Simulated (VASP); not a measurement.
# MgI2 (P-3m1) in VASP: single point with PBE-based screened hybrid with 25 % exact exchange

Aim: the single point of MgI2 with PBE-based screened hybrid with 25 % exact exchange.

All numbers are computed with VASP 6.6.1; they aren't measurements. Logs are shortened: lines on timing, memory, paths and dates and some standing lists are left out, and cuts for length are marked.

## 1. The cell of the first run

It takes space group P-3m1 (No. 164, trigonal). The conventional cell has a = 4.140 Å, b = 4.140 Å, c = 6.880 Å, α = 90.00°, β = 90.00°, γ = 120.00°. Within 3.9 Å of I (site symmetry 3m) lie 3 Mg at 2.94 Å. Mg (site symmetry -3m) has 6 I at 2.94 Å within 3.9 Å.

## 2. Single point, PBE-based screened hybrid with 25 % exact exchange

POSCAR reads:

```
MgI2
1.0
    4.1400000000      0.0000000000      0.0000000000
   -2.0700000000      3.5853451717      0.0000000000
    0.0000000000      0.0000000000      6.8800000000
I Mg
2 1
Direct
    0.6666666667      0.3333333333      0.7500000000
    0.3333333333      0.6666666667      0.2500000000
    0.0000000000      0.0000000000      0.0000000000
```

INCAR.step1 reads:

```
SYSTEM = MgI2
  PREC = Accurate
  ENCUT = 520
  EDIFF = 1E-5
  ISMEAR = -1
  SIGMA = 0.05
  LREAL = .FALSE.
  LASPH = .TRUE.
  NELM = 80
  ALGO = Normal
  ISIF = 2
  LWAVE = .TRUE.
  LCHARG = .FALSE.
  GGA = PE
  NBANDS = 15
```

INCAR.step2 reads:

```
SYSTEM = MgI2
  PREC = Accurate
  ENCUT = 520
  EDIFF = 1E-6
  ISMEAR = -1
  SIGMA = 0.05
  LREAL = .FALSE.
  LASPH = .TRUE.
  NELM = 80
  ALGO = Normal
  ISIF = 2
  LWAVE = .FALSE.
  LCHARG = .FALSE.
  GGA = PE
  LHFCALC = .TRUE.
  AEXX = 0.25
  HFSCREEN = 0.6
  PRECFOCK = Normal
  ISTART = 1
  NBANDS = 15
```

KPOINTS reads:

```
Automatic mesh
0
G
  4 4 2
  0 0 0
```

Potentials or basis: VASP PAW PBE potentials, release 64 (I, Mg).

Started as:

```bash
$ cat potpaw_PBE.64/I/POTCAR potpaw_PBE.64/Mg/POTCAR > POTCAR
$ cp INCAR.step1 INCAR
$ mpirun -np 1 vasp_std > vasp.out
$ cp INCAR.step2 INCAR
$ mpirun -np 1 vasp_std > vasp.out
```

OUTCAR:

```text
SYSTEM = MgI2
   PREC = Accurate
   ENCUT = 520
   EDIFF = 1E-6
   ISMEAR = -1
   LREAL = .FALSE.
   LASPH = .TRUE.
   NELM = 80
   ISIF = 2
   GGA = PE
   LHFCALC = .TRUE.
   AEXX = 0.25
   HFSCREEN = 0.6
   PRECFOCK = Normal
   ISTART = 1

 ion  position               nearest neighbor table
   1  0.667  0.333  0.750-   3 2.94   3 2.94   3 2.94
   2  0.333  0.667  0.250-   3 2.94   3 2.94   3 2.94
   3  0.000  0.000  0.000-   1 2.94   2 2.94   1 2.94   2 2.94   1 2.94   2 2.94

  LATTYP: Found a hexagonal cell.
 ALAT       =     4.1400000000
 C/A-ratio  =     1.6618357488

  Lattice vectors:

 A1 = (   4.1400000000,   0.0000000000,   0.0000000000)
 A2 = (  -2.0700000000,   3.5853451717,   0.0000000000)
 A3 = (   0.0000000000,   0.0000000000,   6.8800000000)

Analysis of symmetry for initial positions (statically):
=====================================================================
 Subroutine PRICEL returns:
 Original cell was already a primitive cell.

 Routine SETGRP: Setting up the symmetry group for a
 hexagonal supercell.

 Subroutine GETGRP returns: Found 12 space group operations
 (whereof 12 operations were pure point group operations)
 out of a pool of 24 trial point group operations.

The static configuration has the point symmetry D_3d.

Analysis of symmetry for dynamics (positions and initial velocities):
=====================================================================
 Subroutine PRICEL returns:
 Original cell was already a primitive cell.

 Routine SETGRP: Setting up the symmetry group for a
 hexagonal supercell.

 Subroutine GETGRP returns: Found 12 space group operations
 (whereof 12 operations were pure point group operations)
 out of a pool of 24 trial point group operations.

The dynamic configuration has the point symmetry D_3d.

 Subroutine INISYM returns: Found 12 space group operations
 (whereof 12 operations are pure point group operations),
 and found     1 'primitive' translations

----------------------------------------------------------------------------------------

                                     Primitive cell

  volume of cell :     102.1221

  direct lattice vectors                    reciprocal lattice vectors
     4.140000000  0.000000000  0.000000000     0.241545894  0.139456587  0.000000000
    -2.070000000  3.585345172  0.000000000     0.000000000  0.278913174  0.000000000
     0.000000000  0.000000000  6.880000000     0.000000000  0.000000000  0.145348837

  length of vectors
     4.140000000  4.140000000  6.880000000     0.278913174  0.278913174  0.145348837

  position of ions in fractional coordinates (direct lattice)
     0.666666667  0.333333333  0.750000000
     0.333333333  0.666666667  0.250000000
     0.000000000  0.000000000  0.000000000

  ion indices of the primitive-cell ions
   primitive index   ion index
                 1           1
                 2           2
                 3           3

----------------------------------------------------------------------------------------

 KPOINTS: Automatic mesh

Automatic generation of k-mesh.
 Grid dimensions read from file:
 generate k-points for:    4    4    2

 Generating k-lattice:

  Cartesian coordinates                     Fractional coordinates (reciprocal lattice)
     0.060386473  0.034864147  0.000000000     0.250000000 -0.000000000  0.000000000
     0.000000000  0.069728293  0.000000000     0.000000000  0.250000000  0.000000000
     0.000000000  0.000000000  0.072674419     0.000000000  0.000000000  0.500000000

  Length of vectors
     0.069728293  0.069728293  0.072674419

  Shift w.r.t. Gamma in fractional coordinates (k-lattice)
     0.000000000  0.000000000  0.000000000

 Subroutine IBZKPT returns following result:
 ===========================================

 Found      8 irreducible k-points:

 Following reciprocal coordinates:
            Coordinates               Weight
  0.000000  0.000000  0.000000      1.000000
  0.250000 -0.000000  0.000000      6.000000
  0.500000 -0.000000  0.000000      3.000000
  0.250000  0.250000  0.000000      6.000000
  0.000000  0.000000  0.500000      1.000000
  0.250000 -0.000000  0.500000      6.000000
  0.500000 -0.000000  0.500000      3.000000
  0.250000  0.250000  0.500000      6.000000
   k-points           NKPTS =      8   k-points in BZ     NKDIM =     32   number of bands    NBANDS=     15
   number of dos      NEDOS =    301   number of ions     NIONS =      3
   total plane-waves  NPLWV =  55296
   dimension x,y,z NGX =    32 NGY =   32 NGZ =   54
   dimension x,y,z NGXF=    64 NGYF=   64 NGZF=  108
   ions per type =               2   1
   NGX,Y,Z   is equivalent  to a cutoff of  12.85, 12.85, 13.05 a.u.
   NGXF,Y,Z  is equivalent  to a cutoff of  25.70, 25.70, 26.10 a.u.
 SYSTEM =  MgI2
   PREC   = accura    normal or accurate (medium, high low for compatibility)
   ISTART =      1    job   : 0-new  1-cont  2-samecut
   ICHARG =      0    charge: 1-file 2-atom 10-const
   ISPIN  =      1    spin polarized calculation?
   LNONCOLLINEAR =      F non collinear calculations
   LSORBIT =      F    spin-orbit coupling
   LASPH  =      T    aspherical Exc in radial PAW
   ENCUT  =  520.0 eV  38.22 Ry    6.18 a.u.   7.70  7.70 12.79*2*pi/ulx,y,z
   NELM   =     80;   NELMIN=  2; NELMDL=  0     # of ELM steps
   EDIFF  = 0.1E-05   stopping-criterion for ELM
   LREAL  =      F    real-space projection
   EDIFFG = 0.1E-04   stopping-criterion for IOM
   NSW    =      0    number of steps for IOM
   IBRION =     -1    ionic relax: 0-MD 1-quasi-New 2-CG
   NFREE  =      0    steps in history (QN), initial steepest desc. (CG)
   ISIF   =      2    stress and relaxation
   ISYM   =      3    0-nonsym 1-usesym 2-fastsym
   POTIM  = 0.5000    time-step for ionic-motion
   TEBEG  =    0.0;   TEEND  =   0.0 temperature during run
   PSTRESS=    0.0 pullay stress
   NELECT =      16.0000    total number of electrons
   NUPDOWN=      -1.0000    fix difference up-down
   EMIN   =  10.00;   EMAX   =-10.00  energy-range for DOS
   EFERMI =   0.00;   METHOD = LEGACY
   ISMEAR =    -1;   SIGMA  =   0.05  broadening in eV -4-tet -1-fermi 0-gaus
   EFERMI_NEDOS =   21; number of points for ismear=-14 and -15
   IALGO  =     38    algorithm
   IMIX   =      1    mixing-type and parameters
     AMIX     =   0.40;   BMIX     =  1.00
     AMIX_MAG =   1.60;   BMIX_MAG =  1.00
  volume/ion in A,a.u.               =      34.04       229.72
  Fermi-wavevector in a.u.,A,eV,Ry     =   0.882555  1.667786 10.597613  0.778903
  Thomas-Fermi vector in A             =   2.003202
   LORBIT       =      0    0 simple, 1 ext, 2 COOP (PROOUT), +10 PAW based schemes
   GGA     = PE    functional components
   LHFCALC =     T    Hartree Fock is set to
   PRECFOCK=normal    Normal, Fast or Accurate (Low or Medium for compatibility)
   ENCUT4O =  -1.0   cutoff for four orbital integrals eV
   NKREDX  =     1    reduce k-point grid by
   NKREDY  =     1    reduce k-point grid by
   NKREDZ  =     1    reduce k-point grid by
   AEXX    =    0.2500 exact exchange contribution
   HFSCREEN=    0.6000 screening length (either q_TF or 0.3 A-1)
   HFSCREENC=   0.6000 screening length for correlation (either q_TF or 0.3 A-1)
   ENCUTFOCK=  -1.0 apply spherical cutoff to Coloumb kernel
   IVDW    =     0    specifies the selected vdW correction
   LEPSILON=     F    determine dielectric tensor
   LRPA    =     F    only Hartree local field effects (RPA)
 non-spin polarized calculation
  energy-cutoff  :      520.00
  volume of cell :      102.12
 maximum number of plane-waves:      2779
 NGX is ok and might be reduce to    32
  NGX = 24; NGY = 24; NGZ = 40

 number of electron      16.0000002 magnetization

 Free energy of the ion-electron system (eV)
  ---------------------------------------------------
  ext. energy  EPLUGINS =         0.00000000
  ---------------------------------------------------
  free energy    TOTEN  =        -8.29874222 eV

  energy without entropy =       -8.29874222  energy(sigma->0) =       -8.29874222

 E-fermi :   3.1588     XC(G=0):  -7.4005

 val. band max:        2.0726165298   @ k =   0.0000   0.0000   0.0000
 cond. band min:       5.8813131553   @ k =   0.5000  -0.0000   0.5000
 fundamental gap:      3.8086966254
 Fermi energy:         3.1588425666

 k-point     1 :       0.0000    0.0000    0.0000
  band No.  band energies     occupation
      1     -10.5725      2.00000
      2      -9.8643      2.00000
      3      -1.6019      2.00000
      4       1.6944      2.00000
      5       1.6944      2.00000
      6       2.0524      2.00000
      7       2.0726      2.00000
      8       2.0726      2.00000
      9       6.0707      0.00000
     10       7.2807      0.00000
     11       9.2652      0.00000
     12       9.2652      0.00000
     13       9.8747      0.00000
     14      10.7158      0.00000
     15      10.7158      0.00000

 k-point     2 :       0.2500   -0.0000    0.0000
  band No.  band energies     occupation
      1     -10.2609      2.00000
      2      -9.7106      2.00000
      3      -1.1690      2.00000
      4      -0.0756      2.00000
      5       0.5248      2.00000
      6       1.1381      2.00000
      7       1.7959      2.00000
      8       1.8932      2.00000
      9       6.9222      0.00000
     10       7.8492      0.00000
     11       8.7042      0.00000
     12       9.5733      0.00000
     13       9.6174      0.00000
     14      10.5954      0.00000
     15      11.4676      0.00000
[... 77 lines left out ...]
      3      -1.6397      2.00000
      4      -1.1967      2.00000
      5       0.9247      2.00000
      6       0.9587      2.00000
      7       1.2169      2.00000
      8       1.3614      2.00000
      9       5.8813      0.00000
     10       7.5158      0.00000
     11       8.0584      0.00000
     12       8.4112      0.00000
     13      10.1616      0.00000
     14      12.1603      0.00000
     15      12.6354      0.00000

 k-point     8 :       0.2500    0.2500    0.5000
  band No.  band energies     occupation
      1      -9.7696      2.00000
      2      -9.6844      2.00000
      3      -1.2448      2.00000
      4      -0.7934      2.00000
      5      -0.0817      2.00000
      6       0.3186      2.00000
      7       1.3613      2.00000
      8       1.4729      2.00000
      9       6.8940      0.00000
     10       7.9567      0.00000
     11       8.6128      0.00000
     12       9.9170      0.00000
     13      10.1056      0.00000
     14      10.4695      0.00000
     15      10.7071      0.00000

------------------------ aborting loop because EDIFF is reached ----------------------------------------

  FORCE on cell =-STRESS in cart. coord.  units (eV):
  Direction    XX          YY          ZZ          XY          YZ          ZX
  --------------------------------------------------------------------------------------
  -------------------------------------------------------------------------------------
  Total        0.3614769      0.3614769     -0.2170743     -0.0000000      0.0000000     -0.0000000
  in kB        5.6711528      5.6711528     -3.4056432     -0.0000000      0.0000000     -0.0000000
  external PRESSURE =       2.6455542 kB  Pullay stress =       0.0000000 kB

 VOLUME and BASIS-vectors are now :
 -----------------------------------------------------------------------------
  energy-cutoff  :      520.00
  volume of cell :      102.12
      direct lattice vectors                 reciprocal lattice vectors
     4.140000000  0.000000000  0.000000000     0.241545894  0.139456587  0.000000000
    -2.070000000  3.585345172  0.000000000     0.000000000  0.278913174  0.000000000
     0.000000000  0.000000000  6.880000000     0.000000000  0.000000000  0.145348837

 POSITION                                       TOTAL-FORCE (eV/Angst)
 -----------------------------------------------------------------------------------
      2.07000      1.19512      5.16000        -0.000000      0.000000      0.334283
     -0.00000      2.39023      1.72000         0.000000     -0.000000     -0.334283
      0.00000      0.00000      0.00000        -0.000000     -0.000000      0.000000
 -----------------------------------------------------------------------------------
    total drift:                                0.000000      0.000000      0.000000

  FREE ENERGIE OF THE ION-ELECTRON SYSTEM (eV)
  ---------------------------------------------------
  free  energy   TOTEN  =        -8.2987422164 eV

  energy  without entropy=       -8.2987422163  energy(sigma->0) =       -8.29874222
```

Wall time 8.3 min (1 thread of Oxide Virtual Turin-like, shared host); peak memory 0.3 GiB.

Results:

```
Free energy            : -8.2987 eV
Pressure               : 0.3 GPa
Largest force          : 0.334 eV/Å
Band gap on the k mesh : 3.81 eV (least direct gap 4.00 eV)
```

Forces on the atoms (eV/Å):
```
I    0.000  0.000  0.334
I    0.000  0.000 -0.334
Mg   0.000  0.000  0.000
```

Caveat: the k points lie up to 0.46 Å⁻¹ apart; the PAW data sets were made with another functional, which shifts forces and pressure a little; spin-orbit coupling is left out, which moves the levels of the heavy elements.
